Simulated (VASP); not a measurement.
# Hf2SnTe6 (P1) in VASP: relaxation of cell and atoms with PBE

Aim: the relaxation of cell and atoms of Hf2SnTe6 with PBE.

Everything below comes from runs of VASP 6.6.1. Logs are shortened: lines on timing, memory, paths and dates and some standing lists are left out, and cuts for length are marked.

## Step 1: The cell of the first run

The typed cell holds 9 atoms: a = 4.094 Å, b = 4.020 Å, c = 21.939 Å, α = 88.79°, β = 89.80°, γ = 119.84°.

## Step 2: Relaxation of cell and atoms, PBE

INCAR reads:

```
  ALGO = Normal
  EDIFF = 1E-7
  EDIFFG = -0.025
  ENCUT = 600
  GGA = PE
  IBRION = 2
  ISIF = 3
  ISMEAR = 0
  LASPH = T
  LCHARG = F
  LREAL = F
  LWAVE = F
  NELM = 100
  NSW = 80
  PREC = Accurate
  SIGMA = 0.2
```

KPOINTS reads:

```
k-points
0
Gamma
  6 6 1
```

POSCAR reads:

```
Hf2SnTe6
1.0
    4.0942710495      0.0273682220      0.0070835880
   -2.0234339492      3.4729660466      0.0429083662
    0.0381741880      0.2890500828     21.9369995066
Hf Sn Te
2 1 6
Direct
    0.0899975703      0.0477337016      0.8365340819
   -0.0211243803      0.0229935235      0.1612856114
    0.0086928169      0.0526755137      0.4906052429
    0.3320500875      0.6271202957      0.9116901369
    0.1984925496      0.6110302206      0.2454896842
    0.3263187877      0.6823865095      0.5918768804
    0.7169341948      0.3592679548      0.0801808102
    0.7451726592      0.3449652161      0.4270156766
    0.6034657143      0.2518270645      0.7553218754
```

Potentials or basis: VASP PAW PBE potentials, release 64 (Hf_pv, Sn_d, Te).

On the command line:

```
cat potpaw_PBE.64/Hf_pv/POTCAR potpaw_PBE.64/Sn_d/POTCAR potpaw_PBE.64/Te/POTCAR > POTCAR
mpirun -np 1 vasp_std > vasp.out
```

OUTCAR:

```text
EDIFF = 1E-7
   EDIFFG = -0.025
   ENCUT = 600
   GGA = PE
   IBRION = 2
   ISIF = 3
   ISMEAR = 0
   LASPH = T
   LREAL = F
   NELM = 100
   NSW = 80
   PREC = Accurate

 ion  position               nearest neighbor table
   1  0.090  0.048  0.837-   9 2.54   4 2.65   4 2.85   9 3.07   4 3.14   9 3.36
   2  0.979  0.023  0.161-   7 2.74   5 2.81   5 2.89   7 2.97   7 3.15   5 3.31
   3  0.009  0.053  0.491-   8 2.39   8 2.89   8 2.97   6 3.17   6 3.26   6 3.26
   4  0.332  0.627  0.912-   1 2.65   1 2.85   1 3.14
   5  0.198  0.611  0.245-   2 2.81   2 2.89   2 3.31
   6  0.326  0.682  0.592-   3 3.17   3 3.26   3 3.26
   7  0.717  0.359  0.080-   2 2.74   2 2.97   2 3.15
   8  0.745  0.345  0.427-   3 2.39   3 2.89   3 2.97
   9  0.603  0.252  0.755-   1 2.54   1 3.07   1 3.36

  LATTYP: Found a triclinic cell.
 ALAT       =     4.0673339528
 B/A-ratio  =     1.0066467852
 C/A-ratio  =     5.3939354886
 COS(alpha) =     0.0035579741
 COS(beta)  =     0.0245144545
 COS(gamma) =     0.5149003588

  Lattice vectors:

 A1 = (  -2.0708371003,  -3.5003342686,  -0.0499919542)
 A2 = (  -4.0942710495,  -0.0273682220,  -0.0070835880)
 A3 = (  -0.0381741880,  -0.2890500828, -21.9369995066)

Analysis of symmetry for initial positions (statically):
=====================================================================
 Subroutine PRICEL returns:
 Original cell was already a primitive cell.

 Routine SETGRP: Setting up the symmetry group for a
 triclinic supercell.

 Subroutine GETGRP returns: Found  1 space group operations
 (whereof  1 operations were pure point group operations)
 out of a pool of  2 trial point group operations.

The static configuration has the point symmetry C_1 .

Analysis of symmetry for dynamics (positions and initial velocities):
=====================================================================
 Subroutine PRICEL returns:
 Original cell was already a primitive cell.

 Routine SETGRP: Setting up the symmetry group for a
 triclinic supercell.

 Subroutine GETGRP returns: Found  1 space group operations
 (whereof  1 operations were pure point group operations)
 out of a pool of  2 trial point group operations.

The dynamic configuration has the point symmetry C_1 .

 Subroutine INISYM returns: Found  1 space group operations
 (whereof  1 operations are pure point group operations),
 and found     1 'primitive' translations

----------------------------------------------------------------------------------------

                                     Primitive cell

  volume of cell :     313.0870

  direct lattice vectors                    reciprocal lattice vectors
     4.094271049  0.027368222  0.007083588     0.243299951  0.141780743 -0.002291540
    -2.023433949  3.472966047  0.042908366    -0.001911064  0.286871545 -0.003776601
     0.038174188  0.289050083 21.936999507    -0.000074825 -0.000606897  0.045593212

  length of vectors
     4.094368648  4.019654119 21.938936952     0.281605924  0.286902768  0.045597313

  position of ions in fractional coordinates (direct lattice)
     0.089997570  0.047733702  0.836534082
     0.978875620  0.022993523  0.161285611
     0.008692817  0.052675514  0.490605243
     0.332050088  0.627120296  0.911690137
     0.198492550  0.611030221  0.245489684
     0.326318788  0.682386509  0.591876880
     0.716934195  0.359267955  0.080180810
     0.745172659  0.344965216  0.427015677
     0.603465714  0.251827064  0.755321875

  ion indices of the primitive-cell ions
   primitive index   ion index
                 1           1
                 2           2
                 3           3
                 4           4
                 5           5
                 6           6
                 7           7
                 8           8
                 9           9

----------------------------------------------------------------------------------------

 KPOINTS: k-points

Automatic generation of k-mesh.
 Grid dimensions read from file:
 generate k-points for:    6    6    1

 Generating k-lattice:

  Cartesian coordinates                     Fractional coordinates (reciprocal lattice)
     0.040549992  0.023630124 -0.000381923     0.166666667 -0.000000000 -0.000000000
    -0.000318511  0.047811924 -0.000629433     0.000000000  0.166666667  0.000000000
    -0.000074825 -0.000606897  0.045593212     0.000000000  0.000000000  1.000000000

  Length of vectors
     0.046934321  0.047817128  0.045597313

  Shift w.r.t. Gamma in fractional coordinates (k-lattice)
     0.000000000  0.000000000  0.000000000

 Subroutine IBZKPT returns following result:
 ===========================================

 Found     20 irreducible k-points:

 Following reciprocal coordinates:
            Coordinates               Weight
  0.000000  0.000000  0.000000      1.000000
  0.166667 -0.000000 -0.000000      2.000000
  0.333333 -0.000000 -0.000000      2.000000
  0.500000 -0.000000  0.000000      1.000000
  0.000000  0.166667  0.000000      2.000000
  0.166667  0.166667  0.000000      2.000000
[... 12 lines left out ...]
  0.333333  0.500000  0.000000      2.000000
  0.500000  0.500000  0.000000      1.000000
   k-points           NKPTS =     20   k-points in BZ     NKDIM =     20   number of bands    NBANDS=     42
   number of dos      NEDOS =    301   number of ions     NIONS =      9
   total plane-waves  NPLWV = 207360
   dimension x,y,z NGX =    36 NGY =   32 NGZ =  180
   dimension x,y,z NGXF=    72 NGYF=   64 NGZF=  360
   ions per type =               2   1   6
   NGX,Y,Z   is equivalent  to a cutoff of  14.62, 13.23, 13.64 a.u.
   NGXF,Y,Z  is equivalent  to a cutoff of  29.23, 26.47, 27.28 a.u.
 SYSTEM =  unknown system
   PREC   = accura    normal or accurate (medium, high low for compatibility)
   ISTART =      0    job   : 0-new  1-cont  2-samecut
   ICHARG =      2    charge: 1-file 2-atom 10-const
   ISPIN  =      1    spin polarized calculation?
   LNONCOLLINEAR =      F non collinear calculations
   LSORBIT =      F    spin-orbit coupling
   LASPH  =      T    aspherical Exc in radial PAW
   ENCUT  =  600.0 eV  44.10 Ry    6.64 a.u.   8.18  8.03 43.82*2*pi/ulx,y,z
   NELM   =    100;   NELMIN=  2; NELMDL= -5     # of ELM steps
   EDIFF  = 0.1E-06   stopping-criterion for ELM
   LREAL  =      F    real-space projection
   EDIFFG = -.3E-01   stopping-criterion for IOM
   NSW    =     80    number of steps for IOM
   IBRION =      2    ionic relax: 0-MD 1-quasi-New 2-CG
   NFREE  =      1    steps in history (QN), initial steepest desc. (CG)
   ISIF   =      3    stress and relaxation
   ISYM   =      2    0-nonsym 1-usesym 2-fastsym
   POTIM  = 0.5000    time-step for ionic-motion
   TEBEG  =    0.0;   TEEND  =   0.0 temperature during run
   PSTRESS=    0.0 pullay stress
   NELECT =      70.0000    total number of electrons
   NUPDOWN=      -1.0000    fix difference up-down
   EMIN   =  10.00;   EMAX   =-10.00  energy-range for DOS
   EFERMI =   0.00;   METHOD = LEGACY
   ISMEAR =     0;   SIGMA  =   0.20  broadening in eV -4-tet -1-fermi 0-gaus
   EFERMI_NEDOS =   21; number of points for ismear=-14 and -15
   IALGO  =     38    algorithm
   IMIX   =      4    mixing-type and parameters
     AMIX     =   0.40;   BMIX     =  1.00
     AMIX_MAG =   1.60;   BMIX_MAG =  1.00
  volume/ion in A,a.u.               =      34.79       234.76
  Fermi-wavevector in a.u.,A,eV,Ry     =   0.993617  1.877665 13.432698  0.987275
  Thomas-Fermi vector in A             =   2.125512
   LORBIT       =      0    0 simple, 1 ext, 2 COOP (PROOUT), +10 PAW based schemes
   GGA     = PE    functional components
   LHFCALC =     F    Hartree Fock is set to
   AEXX    =    0.0000 exact exchange contribution
   IVDW    =     0    specifies the selected vdW correction
   LEPSILON=     F    determine dielectric tensor
   LRPA    =     F    only Hartree local field effects (RPA)
 conjugate gradient relaxation of ions
 non-spin polarized calculation
 Gauss-broadening in eV      SIGMA  =   0.20
  energy-cutoff  :      600.00
  volume of cell :      313.09
 maximum number of plane-waves:     10480
 NGX is ok and might be reduce to    36
   NGX = 17   NGY = 17   NGZ = 87

--------------------------------------- Ionic step        1  -------------------------------------------

 number of electron      70.0000004 magnetization

 Free energy of the ion-electron system (eV)
  ---------------------------------------------------
  ext. energy  EPLUGINS =         0.00000000
  ---------------------------------------------------
  free energy    TOTEN  =       -45.16552212 eV

  energy without entropy =      -45.09729014  energy(sigma->0) =      -45.13140613

------------------------ aborting loop because EDIFF is reached ----------------------------------------

  FORCE on cell =-STRESS in cart. coord.  units (eV):
  Direction    XX          YY          ZZ          XY          YZ          ZX
  --------------------------------------------------------------------------------------
  -------------------------------------------------------------------------------------
  Total        5.8440836      3.6690153      8.7041042     -4.8318004     -2.7458080      5.5096965
  in kB       29.9062504     18.7756540     44.5419915    -24.7260379    -14.0512741     28.1950731
  external PRESSURE =      31.0746320 kB  Pullay stress =       0.0000000 kB
[... 110 lines left out ...]
  FREE ENERGIE OF THE ION-ELECTRON SYSTEM (eV)
  ---------------------------------------------------
  free  energy   TOTEN  =       -46.8065683964 eV

  energy  without entropy=      -46.7376214660  energy(sigma->0) =      -46.77209493

 E-fermi :   4.7109     XC(G=0):  -8.9339

 val. band max:        4.6914183768   @ k =   0.0000   0.0000   0.0000
 cond. band min:       4.7143864929   @ k =   0.0000   0.1667   0.0000
 fundamental gap:      0.0229681161
 Fermi energy:         4.7109111455

 k-point     1 :       0.0000    0.0000    0.0000
  band No.  band energies     occupation
      1     -26.9727      2.00000
      2     -26.9696      2.00000
      3     -26.9677      2.00000
      4     -26.9661      2.00000
      5     -26.9652      2.00000
      6     -26.9646      2.00000
[... 889 lines left out ...]
     41       7.0013      0.00000
     42       7.0105      0.00000

[... ionic steps 4 to 28 ...]

--------------------------------------- Ionic step       29  -------------------------------------------

 number of electron      69.9999996 magnetization

------------------------ aborting loop because EDIFF is reached ----------------------------------------

  FORCE on cell =-STRESS in cart. coord.  units (eV):
  Direction    XX          YY          ZZ          XY          YZ          ZX
  --------------------------------------------------------------------------------------
  -------------------------------------------------------------------------------------
  Total        0.0307540      0.0328476      0.0540860     -0.0262933     -0.0185594     -0.0288311
  in kB        0.1595557      0.1704177      0.2806053     -0.1364133     -0.0962886     -0.1495793
  external PRESSURE =       0.2035262 kB  Pullay stress =       0.0000000 kB
[... 71 lines left out ...]
  energy  without entropy=      -47.6161533505  energy(sigma->0) =      -47.65287946

--------------------------------------- Ionic step       31  -------------------------------------------

 number of electron      69.9999996 magnetization

 Free energy of the ion-electron system (eV)
  ---------------------------------------------------
  ext. energy  EPLUGINS =         0.00000000
  ---------------------------------------------------
  free energy    TOTEN  =       -47.68991402 eV

  energy without entropy =      -47.61637763  energy(sigma->0) =      -47.65314583

 E-fermi :   4.5727     XC(G=0):  -8.8571

 val. band max:        4.5569425309   @ k =   0.1667  -0.0000  -0.0000
 cond. band min:       4.5766057873   @ k =   0.0000   0.0000   0.0000
 fundamental gap:      0.0196632564
 Fermi energy:         4.5726531094

 k-point     1 :       0.0000    0.0000    0.0000
  band No.  band energies     occupation
      1     -27.1277      2.00000
      2     -27.1268      2.00000
      3     -27.1241      2.00000
      4     -27.1218      2.00000
      5     -27.1213      2.00000
      6     -27.1194      2.00000
[... 925 lines left out ...]
  FREE ENERGIE OF THE ION-ELECTRON SYSTEM (eV)
  ---------------------------------------------------
  free  energy   TOTEN  =       -47.6899140196 eV

  energy  without entropy=      -47.6163776325  energy(sigma->0) =      -47.65314583

 reached required accuracy - stopping structural energy minimisation
```

It took 1.7 h on 1 thread of AMD EPYC 9R45 (Zen 5), shared host; peak memory 0.71 GiB.

What came out:

```
Free energy                           : -47.6899 eV
Relaxed volume                        : 34.34 Å³/atom
Relaxed cell                          : a = 4.022 Å, b = 4.020 Å, c = 22.080 Å, α = 90.69°, β = 87.96°, γ = 119.98°
Space group after relaxing (to 0.1 Å) : P1 (No. 1)
Energy gained by relaxing             : 280.5 meV/atom
Ionic steps                           : 31
Pressure after relaxing               : 0.0 GPa
Largest force after relaxing          : 0.022 eV/Å
Band gap on the k mesh                : zero (bands 35 and 36 overlap by 0.54 eV)
```

Forces on the atoms (eV/Å):
```
Hf   0.009  0.011  0.002
Hf  -0.006  0.003  0.000
Sn  -0.005  0.002 -0.005
Te  -0.003  0.002  0.019
Te   0.005  0.011 -0.007
Te   0.017 -0.004 -0.002
Te   0.006 -0.014  0.012
Te  -0.014 -0.003  0.000
Te  -0.010 -0.007 -0.019
```

Step by step:
| step | energy change (eV) | largest force (eV/Å) | pressure (GPa) | volume (Å³) |
| --- | --- | --- | --- | --- |
| 1 | 0.0000 | 6.9137 | 3.11 | 313.09 |
| 2 | -1.3628 | 1.4005 | -4.64 | 344.05 |
| 3 | -1.6410 | 1.1582 | -2.79 | 331.61 |
| 4 | -2.1540 | 1.0144 | 0.31 | 307.89 |
| 5 | -2.1733 | 1.0463 | 1.25 | 302.58 |
| 6 | -2.3380 | 0.5944 | 0.38 | 304.72 |
| 7 | -2.3665 | 0.5952 | -0.09 | 306.43 |
| 8 | -2.4537 | 0.4812 | -0.16 | 306.55 |
| 9 | -2.4677 | 0.4268 | -0.12 | 306.59 |
| 10 | -2.5029 | 0.1952 | 0.21 | 305.18 |
| 11 | -2.5064 | 0.1856 | 0.37 | 304.58 |
| 12 | -2.5119 | 0.1427 | -0.42 | 308.73 |
| 13 | -2.5135 | 0.1288 | -0.17 | 307.37 |
| 14 | -2.5185 | 0.0805 | -0.03 | 306.74 |
| 15 | -2.5195 | 0.0837 | 0.06 | 306.33 |
| 16 | -2.5211 | 0.0385 | -0.03 | 306.92 |
| 17 | -2.5211 | 0.0404 | -0.04 | 306.99 |
| 18 | -2.5216 | 0.0333 | 0.06 | 306.64 |
| 19 | -2.5217 | 0.0340 | 0.08 | 306.57 |
| 20 | -2.5221 | 0.0362 | 0.04 | 306.96 |
| 21 | -2.5223 | 0.0579 | -0.04 | 307.67 |
| 22 | -2.5227 | 0.0429 | -0.02 | 307.78 |
| 23 | -2.5228 | 0.0369 | 0.01 | 307.88 |
| 24 | -2.5228 | 0.0392 | 0.02 | 307.92 |
| 25 | -2.5232 | 0.0334 | 0.00 | 308.13 |
| 26 | -2.5236 | 0.0292 | -0.02 | 308.51 |
| 27 | -2.5237 | 0.0468 | -0.06 | 309.28 |
| 28 | -2.5238 | 0.0376 | -0.05 | 308.99 |
| 29 | -2.5241 | 0.0301 | 0.02 | 308.82 |
| 30 | -2.5241 | 0.0360 | 0.04 | 308.76 |
| 31 | -2.5244 | 0.0222 | 0.02 | 309.02 |

Final structure:
```yaml
crystal:
  lattice:
    - [4.02097, -0.00082, 0.07321]
    - [-2.00799, 3.48274, -0.02461]
    - [0.38514, 0.07307, 22.07663]
  atoms:
    - { symbol: Hf, position: [0.00791, 0.97658, 0.83465] }
    - { symbol: Hf, position: [0.96596, 0.99750, 0.16248] }
    - { symbol: Sn, position: [0.02596, 0.02535, 0.50287] }
    - { symbol: Te, position: [0.32505, 0.64037, 0.91397] }
    - { symbol: Te, position: [0.28160, 0.66037, 0.24190] }
    - { symbol: Te, position: [0.34085, 0.68853, 0.58579] }
    - { symbol: Te, position: [0.64952, 0.33508, 0.08302] }
    - { symbol: Te, position: [0.71008, 0.36189, 0.41991] }
    - { symbol: Te, position: [0.69307, 0.31432, 0.75541] }
```

Caveat: spin-orbit coupling is left out, which moves the levels of the heavy elements.
